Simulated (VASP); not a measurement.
# Al3Ni2 (P-3m1) in VASP: notebook

Al3Ni2 is run at these levels: PBEsol; tasks: single point.

All numbers are computed with VASP 6.6.1; they aren't measurements. Logs are shortened: lines on timing, memory, paths and dates and some standing lists are left out, and cuts for length are marked.

## 1. The cell of the first run

Symmetry: P-3m1, No. 164, trigonal system. Conventional cell: a = 3.803 Å, b = 3.803 Å, c = 4.859 Å, α = 90.00°, β = 90.00°, γ = 120.00°. Within 3.0 Å of Al (site symmetry -3m) lie 6 Ni at 2.31 Å and 6 Al at 2.78 Å. Within 3.2 Å of Al (site symmetry 3m) lie 5 Ni at 2.41 to 2.44 Å and 6 Al at 2.62 to 2.78 Å. Within 3.0 Å of Ni (site symmetry 3m) lie 8 Al at 2.31 to 2.44 Å and 3 Ni at 2.61 Å.

## 2. Single point, PBEsol (strain -0.0500 x Voigt [1, 1, 0, 0, 0, 0])

File INCAR:

```
PREC = Accurate
ENCUT = 520
EDIFF = 1E-7
ISMEAR = 0
SIGMA = 0.15
LREAL = F
LASPH = T
NELM = 80
ALGO = Fast
ISIF = 2
LWAVE = F
LCHARG = T
GGA = PS
LELF = T
LVHAR = T
NBANDS = 22
```

File KPOINTS:

```
Automatic mesh
0
Gamma
  12 12 10
```

File POSCAR:

```
Al3Ni2
1.0
    3.8029826564      0.0000000000      0.0000000000
   -1.9014913282      3.2934795906      0.0000000000
    0.0000000000      0.0000000000      4.8594646093
Al Ni
3 2
Direct
    0.0000000000      0.0000000000      0.0000000000
    0.3333333333      0.6666666667      0.6477829058
    0.6666666667      0.3333333333      0.3522170942
    0.3333333333      0.6666666667      0.1455709071
    0.6666666667      0.3333333333      0.8544290929
```

Potentials or basis: VASP PAW PBE potentials, release 64 (Al, Ni).

Launch:

```console
cat potpaw_PBE.64/Al/POTCAR potpaw_PBE.64/Ni/POTCAR > POTCAR
mpirun -np 1 vasp_std > vasp.out
```

OUTCAR:

```text
PREC = Accurate
   ENCUT = 520
   EDIFF = 1E-7
   ISMEAR = 0
   LREAL = F
   LASPH = T
   NELM = 80
   ISIF = 2
   GGA = PS

 ion  position               nearest neighbor table
   1  0.000  0.000  0.000-   4 2.31   5 2.31   5 2.31   4 2.31   5 2.31   4 2.31   2 2.78   3 2.78
                             2 2.78   3 2.78   3 2.78   2 2.78
   2  0.333  0.667  0.648-   5 2.41   5 2.41   5 2.41   4 2.42   4 2.44   3 2.62   3 2.62   3 2.62
                             1 2.78   1 2.78   1 2.78
   3  0.667  0.333  0.352-   4 2.41   4 2.41   4 2.41   5 2.42   5 2.44   2 2.62   2 2.62   2 2.62
                             1 2.78   1 2.78   1 2.78
   4  0.333  0.667  0.146-   1 2.31   1 2.31   1 2.31   3 2.41   3 2.41   3 2.41   2 2.42   2 2.44
                             5 2.61   5 2.61   5 2.61
   5  0.667  0.333  0.854-   1 2.31   1 2.31   1 2.31   2 2.41   2 2.41   2 2.41   3 2.42   3 2.44
                             4 2.61   4 2.61   4 2.61

  LATTYP: Found a hexagonal cell.
 ALAT       =     3.8029826564
 C/A-ratio  =     1.2778035159

  Lattice vectors:

 A1 = (   3.8029826564,   0.0000000000,   0.0000000000)
 A2 = (  -1.9014913282,   3.2934795906,   0.0000000000)
 A3 = (   0.0000000000,   0.0000000000,   4.8594646093)

Analysis of symmetry for initial positions (statically):
=====================================================================
 Subroutine PRICEL returns:
 Original cell was already a primitive cell.

 Routine SETGRP: Setting up the symmetry group for a
 hexagonal supercell.

 Subroutine GETGRP returns: Found 12 space group operations
 (whereof 12 operations were pure point group operations)
 out of a pool of 24 trial point group operations.

The static configuration has the point symmetry D_3d.

Analysis of symmetry for dynamics (positions and initial velocities):
=====================================================================
 Subroutine PRICEL returns:
 Original cell was already a primitive cell.

 Routine SETGRP: Setting up the symmetry group for a
 hexagonal supercell.

 Subroutine GETGRP returns: Found 12 space group operations
 (whereof 12 operations were pure point group operations)
 out of a pool of 24 trial point group operations.

The dynamic configuration has the point symmetry D_3d.

 Subroutine INISYM returns: Found 12 space group operations
 (whereof 12 operations are pure point group operations),
 and found     1 'primitive' translations

----------------------------------------------------------------------------------------

                                     Primitive cell
[... 101 lines left out ...]
   IBRION =     -1    ionic relax: 0-MD 1-quasi-New 2-CG
   NFREE  =      0    steps in history (QN), initial steepest desc. (CG)
   ISIF   =      2    stress and relaxation
   ISYM   =      2    0-nonsym 1-usesym 2-fastsym
   POTIM  = 0.5000    time-step for ionic-motion
   TEBEG  =    0.0;   TEEND  =   0.0 temperature during run
   PSTRESS=    0.0 pullay stress
   NELECT =      29.0000    total number of electrons
   NUPDOWN=      -1.0000    fix difference up-down
   EMIN   =  10.00;   EMAX   =-10.00  energy-range for DOS
   EFERMI =   0.00;   METHOD = LEGACY
   ISMEAR =     0;   SIGMA  =   0.15  broadening in eV -4-tet -1-fermi 0-gaus
   EFERMI_NEDOS =   21; number of points for ismear=-14 and -15
   IALGO  =     68    algorithm
   IMIX   =      4    mixing-type and parameters
     AMIX     =   0.40;   BMIX     =  1.00
     AMIX_MAG =   1.60;   BMIX_MAG =  1.00
  volume/ion in A,a.u.               =      12.17        82.15
  Fermi-wavevector in a.u.,A,eV,Ry     =   1.278650  2.416298 22.244778  1.634945
  Thomas-Fermi vector in A             =   2.411180
   LORBIT       =      0    0 simple, 1 ext, 2 COOP (PROOUT), +10 PAW based schemes
   GGA     = PS    functional components
   LHFCALC =     F    Hartree Fock is set to
   AEXX    =    0.0000 exact exchange contribution
   IVDW    =     0    specifies the selected vdW correction
   LEPSILON=     F    determine dielectric tensor
   LRPA    =     F    only Hartree local field effects (RPA)
 non-spin polarized calculation
 RMM-DIIS sequential band-by-band and
 Gauss-broadening in eV      SIGMA  =   0.15
  energy-cutoff  :      520.00
  volume of cell :       60.87
 maximum number of plane-waves:      1662
   NGX = 15   NGY = 15   NGZ = 19

 number of electron      29.0000010 magnetization

 Free energy of the ion-electron system (eV)
  ---------------------------------------------------
  ext. energy  EPLUGINS =         0.00000000
  ---------------------------------------------------
  free energy    TOTEN  =       -27.24223462 eV

  energy without entropy =      -27.22879868  energy(sigma->0) =      -27.23551665

 E-fermi :   9.7688     XC(G=0): -11.8321

 val. band max:        9.7642691134   @ k =   0.0000   0.2500   0.4000
 cond. band min:       9.7758604311   @ k =   0.0000   0.2500   0.2000
 fundamental gap:      0.0115913177
 Fermi energy:         9.7688155011

 k-point     1 :       0.0000    0.0000    0.0000
  band No.  band energies     occupation
      1      -1.5126      2.00000
      2       3.8413      2.00000
      3       4.2905      2.00000
      4       5.6914      2.00000
      5       5.6914      2.00000
      6       6.2797      2.00000
[... 589 lines left out ...]
     21      16.5685      0.00000
     22      17.0753      0.00000

 [... further k-points ...]

------------------------ aborting loop because EDIFF is reached ----------------------------------------

  FORCE on cell =-STRESS in cart. coord.  units (eV):
  Direction    XX          YY          ZZ          XY          YZ          ZX
  --------------------------------------------------------------------------------------
  -------------------------------------------------------------------------------------
  Total        8.6589441      8.6589441      3.8577081      0.0000000     -0.0000000      0.0000000
  in kB      227.9332981    227.9332981    101.5481933      0.0000000     -0.0000000      0.0000000
  external PRESSURE =     185.8049299 kB  Pullay stress =       0.0000000 kB

 VOLUME and BASIS-vectors are now :
 -----------------------------------------------------------------------------
  energy-cutoff  :      520.00
  volume of cell :       60.87
      direct lattice vectors                 reciprocal lattice vectors
     3.802982656  0.000000000  0.000000000     0.262951502  0.151815120  0.000000000
    -1.901491328  3.293479591  0.000000000     0.000000000  0.303630240  0.000000000
     0.000000000  0.000000000  4.859464609     0.000000000  0.000000000  0.205783987

 POSITION                                       TOTAL-FORCE (eV/Angst)
 -----------------------------------------------------------------------------------
      0.00000      0.00000      0.00000         0.000000      0.000000      0.000000
     -0.00000      2.19565      3.14788         0.000000     -0.000000     -0.147745
      1.90149      1.09783      1.71159         0.000000      0.000000      0.147745
     -0.00000      2.19565      0.70740        -0.000000      0.000000      0.288992
      1.90149      1.09783      4.15207        -0.000000     -0.000000     -0.288992
 -----------------------------------------------------------------------------------
    total drift:                                0.000000     -0.000000      0.000000

  FREE ENERGIE OF THE ION-ELECTRON SYSTEM (eV)
  ---------------------------------------------------
  free  energy   TOTEN  =       -27.2422346161 eV

  energy  without entropy=      -27.2287986810  energy(sigma->0) =      -27.23551665
```

Run time: 7.8 min. Hardware: 1 thread of Intel Xeon 8259CL, shared host; peak memory 0.31 GiB.

What came out:

```
Free energy            : -27.2422 eV
Pressure               : 18.6 GPa
Largest force          : 0.289 eV/Å
Band gap on the k mesh : zero (an odd number of electrons rules out a gap without spin polarisation)
```

Forces on the atoms (eV/Å):
```
Al   0.000  0.000  0.000
Al   0.000  0.000 -0.148
Al   0.000  0.000  0.148
Ni   0.000  0.000  0.289
Ni   0.000  0.000 -0.289
```

Caveat: the cell differs from its parent crystal (strain -0.0500 x Voigt [1, 1, 0, 0, 0, 0]); the cell stands under pressure; the PAW data sets were made with another functional, which shifts forces and pressure a little. Spin polarisation is off, so any magnetic state and its effect on volume and gap are missing.

(Continued in part 2 of 2.)
